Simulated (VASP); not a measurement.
# Ge3SbSe (Pm-3m) in VASP: relaxation of cell and atoms with PBE

Aim: the relaxation of cell and atoms of Ge3SbSe with PBE.

Program: VASP 6.6.1. These are calculated values, not measurements. Logs are shortened: lines on timing, memory, paths and dates and some standing lists are left out, and cuts for length are marked.

## (1) The cell of the first run

It takes space group Pm-3m (No. 221, cubic). Conventional cell: a = 5.157 Å, b = 5.157 Å, c = 5.157 Å, α = 90.00°, β = 90.00°, γ = 90.00°. Within 3.4 Å of Ge (site symmetry 4/mmm) lie 2 Se at 2.58 Å. Within 4.8 Å of Sb (site symmetry m-3m) lie 12 Ge at 3.65 Å and 8 Se at 4.47 Å. Se (site symmetry m-3m) has 6 Ge at 2.58 Å within 3.4 Å.

The cell was generated, and may not be a known phase.

## (2) Relaxation of cell and atoms, PBE

File INCAR:

```
SYSTEM = Ge3SbSe
ALGO = Normal
EDIFF = 1E-6
EDIFFG = -0.01
ENCUT = 600
GGA = PE
IBRION = 2
ISIF = 3
ISMEAR = 0
LASPH = .True.
LCHARG = .False.
LREAL = .False.
LWAVE = .False.
NELM = 60
NSW = 100
PREC = Accurate
SIGMA = 0.1
```

File KPOINTS:

```
k-points
0
Gamma
  8 8 8
  0 0 0
```

File POSCAR:

```
Ge3SbSe
1.0
    5.1574187635      0.0000000000      0.0000000000
    0.0000000000      5.1574187635      0.0000000000
    0.0000000000      0.0000000000      5.1574187635
Ge Sb Se
3 1 1
Direct
    0.5000000000      0.0000000000      0.0000000000
    0.0000000000      0.5000000000      0.0000000000
    0.0000000000      0.0000000000      0.5000000000
    0.5000000000      0.5000000000      0.5000000000
    0.0000000000      0.0000000000      0.0000000000
```

Potentials or basis: VASP PAW PBE potentials, release 64 (Ge_d, Sb, Se).

Command:

```sh
$ cat potpaw_PBE.64/Ge_d/POTCAR potpaw_PBE.64/Sb/POTCAR potpaw_PBE.64/Se/POTCAR > POTCAR
$ mpirun -np 1 vasp_std > vasp.out
```

OUTCAR:

```text
SYSTEM = Ge3SbSe
   EDIFF = 1E-6
   EDIFFG = -0.01
   ENCUT = 600
   GGA = PE
   IBRION = 2
   ISIF = 3
   ISMEAR = 0
   LASPH = .True.
   LREAL = .False.
   NELM = 60
   NSW = 100
   PREC = Accurate

 ion  position               nearest neighbor table
   1  0.500  0.000  0.000-   5 2.58   5 2.58
   2  0.000  0.500  0.000-   5 2.58   5 2.58
   3  0.000  0.000  0.500-   5 2.58   5 2.58
   4  0.500  0.500  0.500-
   5  0.000  0.000  0.000-   1 2.58   2 2.58   3 2.58   3 2.58   2 2.58   1 2.58

  LATTYP: Found a simple cubic cell.
 ALAT       =     5.1574187635

  Lattice vectors:

 A1 = (   5.1574187635,   0.0000000000,   0.0000000000)
 A2 = (   0.0000000000,   5.1574187635,   0.0000000000)
 A3 = (   0.0000000000,   0.0000000000,   5.1574187635)

Analysis of symmetry for initial positions (statically):
=====================================================================
 Subroutine PRICEL returns:
 Original cell was already a primitive cell.

 Routine SETGRP: Setting up the symmetry group for a
 simple cubic supercell.

 Subroutine GETGRP returns: Found 48 space group operations
 (whereof 48 operations were pure point group operations)
 out of a pool of 48 trial point group operations.

The static configuration has the point symmetry O_h .

Analysis of symmetry for dynamics (positions and initial velocities):
=====================================================================
 Subroutine PRICEL returns:
 Original cell was already a primitive cell.

 Routine SETGRP: Setting up the symmetry group for a
 simple cubic supercell.

 Subroutine GETGRP returns: Found 48 space group operations
 (whereof 48 operations were pure point group operations)
 out of a pool of 48 trial point group operations.

The dynamic configuration has the point symmetry O_h .

 Subroutine INISYM returns: Found 48 space group operations
 (whereof 48 operations are pure point group operations),
 and found     1 'primitive' translations

----------------------------------------------------------------------------------------

                                     Primitive cell

  volume of cell :     137.1820

  direct lattice vectors                    reciprocal lattice vectors
     5.157418763  0.000000000  0.000000000     0.193895444  0.000000000  0.000000000
     0.000000000  5.157418763  0.000000000     0.000000000  0.193895444  0.000000000
     0.000000000  0.000000000  5.157418763     0.000000000  0.000000000  0.193895444

  length of vectors
     5.157418763  5.157418763  5.157418763     0.193895444  0.193895444  0.193895444

  position of ions in fractional coordinates (direct lattice)
     0.500000000  0.000000000  0.000000000
     0.000000000  0.500000000  0.000000000
     0.000000000  0.000000000  0.500000000
     0.500000000  0.500000000  0.500000000
     0.000000000  0.000000000  0.000000000

  ion indices of the primitive-cell ions
   primitive index   ion index
                 1           1
                 2           2
                 3           3
                 4           4
                 5           5

----------------------------------------------------------------------------------------

 KPOINTS: k-points

Automatic generation of k-mesh.
 Grid dimensions read from file:
 generate k-points for:    8    8    8

 Generating k-lattice:

  Cartesian coordinates                     Fractional coordinates (reciprocal lattice)
     0.024236930  0.000000000  0.000000000     0.125000000  0.000000000  0.000000000
     0.000000000  0.024236930  0.000000000     0.000000000  0.125000000  0.000000000
     0.000000000  0.000000000  0.024236930     0.000000000  0.000000000  0.125000000

  Length of vectors
     0.024236930  0.024236930  0.024236930

  Shift w.r.t. Gamma in fractional coordinates (k-lattice)
     0.000000000  0.000000000  0.000000000

 Subroutine IBZKPT returns following result:
 ===========================================

 Found     35 irreducible k-points:

 Following reciprocal coordinates:
            Coordinates               Weight
  0.000000  0.000000  0.000000      1.000000
  0.125000  0.000000  0.000000      6.000000
  0.250000  0.000000  0.000000      6.000000
  0.375000  0.000000  0.000000      6.000000
  0.500000  0.000000  0.000000      3.000000
  0.125000  0.125000  0.000000     12.000000
[... 16 lines left out ...]
  0.375000  0.375000  0.125000     24.000000
  0.500000  0.375000  0.125000     24.000000
 [... further k-points ...]
   k-points           NKPTS =     35   k-points in BZ     NKDIM =     35   number of bands    NBANDS=     31
   number of dos      NEDOS =    301   number of ions     NIONS =      5
   total plane-waves  NPLWV =  74088
   dimension x,y,z NGX =    42 NGY =   42 NGZ =   42
   dimension x,y,z NGXF=    84 NGYF=   84 NGZF=   84
   ions per type =               3   1   1
   NGX,Y,Z   is equivalent  to a cutoff of  13.54, 13.54, 13.54 a.u.
   NGXF,Y,Z  is equivalent  to a cutoff of  27.08, 27.08, 27.08 a.u.
 SYSTEM =  Ge3SbSe
   PREC   = accura    normal or accurate (medium, high low for compatibility)
   ISTART =      0    job   : 0-new  1-cont  2-samecut
   ICHARG =      2    charge: 1-file 2-atom 10-const
   ISPIN  =      1    spin polarized calculation?
   LNONCOLLINEAR =      F non collinear calculations
   LSORBIT =      F    spin-orbit coupling
   LASPH  =      T    aspherical Exc in radial PAW
   ENCUT  =  600.0 eV  44.10 Ry    6.64 a.u.  10.30 10.30 10.30*2*pi/ulx,y,z
   NELM   =     60;   NELMIN=  2; NELMDL= -5     # of ELM steps
   EDIFF  = 0.1E-05   stopping-criterion for ELM
   LREAL  =      F    real-space projection
   EDIFFG = -.1E-01   stopping-criterion for IOM
   NSW    =    100    number of steps for IOM
   IBRION =      2    ionic relax: 0-MD 1-quasi-New 2-CG
   NFREE  =      1    steps in history (QN), initial steepest desc. (CG)
   ISIF   =      3    stress and relaxation
   ISYM   =      2    0-nonsym 1-usesym 2-fastsym
   POTIM  = 0.5000    time-step for ionic-motion
   TEBEG  =    0.0;   TEEND  =   0.0 temperature during run
   PSTRESS=    0.0 pullay stress
   NELECT =      53.0000    total number of electrons
   NUPDOWN=      -1.0000    fix difference up-down
   EMIN   =  10.00;   EMAX   =-10.00  energy-range for DOS
   EFERMI =   0.00;   METHOD = LEGACY
   ISMEAR =     0;   SIGMA  =   0.10  broadening in eV -4-tet -1-fermi 0-gaus
   EFERMI_NEDOS =   21; number of points for ismear=-14 and -15
   IALGO  =     38    algorithm
   IMIX   =      4    mixing-type and parameters
     AMIX     =   0.40;   BMIX     =  1.00
     AMIX_MAG =   1.60;   BMIX_MAG =  1.00
  volume/ion in A,a.u.               =      27.44       185.15
  Fermi-wavevector in a.u.,A,eV,Ry     =   1.192343  2.253201 19.343142  1.421681
  Thomas-Fermi vector in A             =   2.328383
   LORBIT       =      0    0 simple, 1 ext, 2 COOP (PROOUT), +10 PAW based schemes
   GGA     = PE    functional components
   LHFCALC =     F    Hartree Fock is set to
   AEXX    =    0.0000 exact exchange contribution
   IVDW    =     0    specifies the selected vdW correction
   LEPSILON=     F    determine dielectric tensor
   LRPA    =     F    only Hartree local field effects (RPA)
 conjugate gradient relaxation of ions
 non-spin polarized calculation
 Gauss-broadening in eV      SIGMA  =   0.10
  energy-cutoff  :      600.00
  volume of cell :      137.18
 maximum number of plane-waves:      4632
 NGX is ok and might be reduce to    42
   NGX = 21   NGY = 21   NGZ = 21

 number of electron      53.0000031 magnetization

 Free energy of the ion-electron system (eV)
  ---------------------------------------------------
  ext. energy  EPLUGINS =         0.00000000
  ---------------------------------------------------
  free energy    TOTEN  =       -18.24444279 eV

  energy without entropy =      -18.23384366  energy(sigma->0) =      -18.23914322

 E-fermi :   4.4640     XC(G=0):  -9.4645

 val. band max:        4.4454457748   @ k =   0.3750   0.2500   0.0000
 cond. band min:       4.5058228175   @ k =   0.2500   0.2500   0.1250
 fundamental gap:      0.0603770427
 Fermi energy:         4.4640069989

 k-point     1 :       0.0000    0.0000    0.0000
  band No.  band energies     occupation
      1     -20.7048      2.00000
      2     -20.6694      2.00000
      3     -20.6694      2.00000
      4     -20.6634      2.00000
      5     -20.6634      2.00000
      6     -20.6634      2.00000
[... 23 lines left out ...]
     30       7.8461      0.00000
     31       7.8461      0.00000

 k-point     2 :       0.1250    0.0000    0.0000
  band No.  band energies     occupation
      1     -20.7035      2.00000
      2     -20.6703      2.00000
      3     -20.6694      2.00000
      4     -20.6633      2.00000
      5     -20.6626      2.00000
      6     -20.6626      2.00000
[... 23 lines left out ...]
     30       7.4869      0.00000
     31       7.6223      0.00000

 k-point     3 :       0.2500    0.0000    0.0000
  band No.  band energies     occupation
      1     -20.6999      2.00000
      2     -20.6728      2.00000
      3     -20.6694      2.00000
      4     -20.6633      2.00000
      5     -20.6604      2.00000
      6     -20.6604      2.00000
[... 23 lines left out ...]
     30       6.7083      0.00000
     31       7.1076      0.00000

 k-point     4 :       0.3750    0.0000    0.0000
  band No.  band energies     occupation
      1     -20.6954      2.00000
      2     -20.6762      2.00000
      3     -20.6693      2.00000
      4     -20.6632      2.00000
      5     -20.6570      2.00000
      6     -20.6570      2.00000
[... 635 lines left out ...]
     30       5.7974      0.00000
     31       5.9972      0.00000

 k-point    23 :       0.3750    0.3750    0.1250
  band No.  band energies     occupation
      1     -20.6869      2.00000
      2     -20.6778      2.00000
      3     -20.6753      2.00000
      4     -20.6578      2.00000
      5     -20.6558      2.00000
      6     -20.6547      2.00000
[... 23 lines left out ...]
     30       6.5344      0.00000
     31       6.8473      0.00000

 k-point    24 :       0.5000    0.3750    0.1250
  band No.  band energies     occupation
      1     -20.6845      2.00000
      2     -20.6792      2.00000
      3     -20.6761      2.00000
      4     -20.6572      2.00000
      5     -20.6533      2.00000
      6     -20.6533      2.00000
[... 23 lines left out ...]
     30       5.6498      0.00000
     31       6.7804      0.00000

 [... further k-points ...]
[... 5 lines left out ...]
  --------------------------------------------------------------------------------------
  -------------------------------------------------------------------------------------
  Total       -0.0186422     -0.0186422     -0.0186422     -0.0000000     -0.0000000     -0.0000000
  in kB       -0.2177260     -0.2177260     -0.2177260     -0.0000000     -0.0000000     -0.0000000
  external PRESSURE =      -0.2177260 kB  Pullay stress =       0.0000000 kB

 VOLUME and BASIS-vectors are now :
 -----------------------------------------------------------------------------
  energy-cutoff  :      600.00
  volume of cell :      137.18
      direct lattice vectors                 reciprocal lattice vectors
     5.157418763  0.000000000  0.000000000     0.193895444  0.000000000  0.000000000
     0.000000000  5.157418763  0.000000000     0.000000000  0.193895444  0.000000000
     0.000000000  0.000000000  5.157418763     0.000000000  0.000000000  0.193895444

 POSITION                                       TOTAL-FORCE (eV/Angst)
 -----------------------------------------------------------------------------------
      2.57871      0.00000      0.00000         0.000000      0.000000      0.000000
      0.00000      2.57871      0.00000         0.000000      0.000000      0.000000
      0.00000      0.00000      2.57871         0.000000      0.000000      0.000000
      2.57871      2.57871      2.57871         0.000000      0.000000      0.000000
      0.00000      0.00000      0.00000         0.000000      0.000000      0.000000
 -----------------------------------------------------------------------------------
    total drift:                                0.000000      0.000000     -0.000000

  FREE ENERGIE OF THE ION-ELECTRON SYSTEM (eV)
  ---------------------------------------------------
  free  energy   TOTEN  =       -18.2444427870 eV

  energy  without entropy=      -18.2338436570  energy(sigma->0) =      -18.23914322

 reached required accuracy - stopping structural energy minimisation
```

Run time: 72 s. Hardware: 1 thread of AMD EPYC 9R45 (Zen 5), shared host; peak memory 0.34 GiB.

Results:

* Free energy: -18.2444 eV
* Pressure after relaxing: 0.0 GPa
* Band gap on the k mesh: zero (an odd number of electrons rules out a gap without spin polarisation)

Final structure:
```
CELL_PARAMETERS angstrom
5.15742 0.00000 0.00000
0.00000 5.15742 0.00000
0.00000 0.00000 5.15742
ATOMIC_POSITIONS crystal
Ge 0.50000 0.00000 0.00000
Ge 0.00000 0.50000 0.00000
Ge 0.00000 0.00000 0.50000
Sb 0.50000 0.50000 0.50000
Se 0.00000 0.00000 0.00000
```

Levels at points of the mesh, in eV from the Fermi level:
```tsv
k point	band 24	band 25	band 26	band 27	band 28	band 29
(0.00, 0.00, 0.00)	-1.34	-1.34	-1.34	0.98	0.98	0.98
(0.50, 0.00, 0.00)	-1.84	-0.89	-0.24	-0.17	0.76	0.76
(0.50, 0.50, 0.00)	-1.65	-0.69	-0.69	-0.61	-0.48	-0.48
(0.50, 0.50, 0.50)	-0.49	-0.49	-0.49	1.11	1.11	1.78
```

Caveat: the relaxation stopped at its first step, so nothing moved; spin-orbit coupling is left out, which moves the levels of the heavy elements; an odd number of electrons without spin polarisation forces a metal; a magnetic or distorted state may lie lower.

The gap in the log of VASP goes by the Fermi energy; the results here count the filled bands.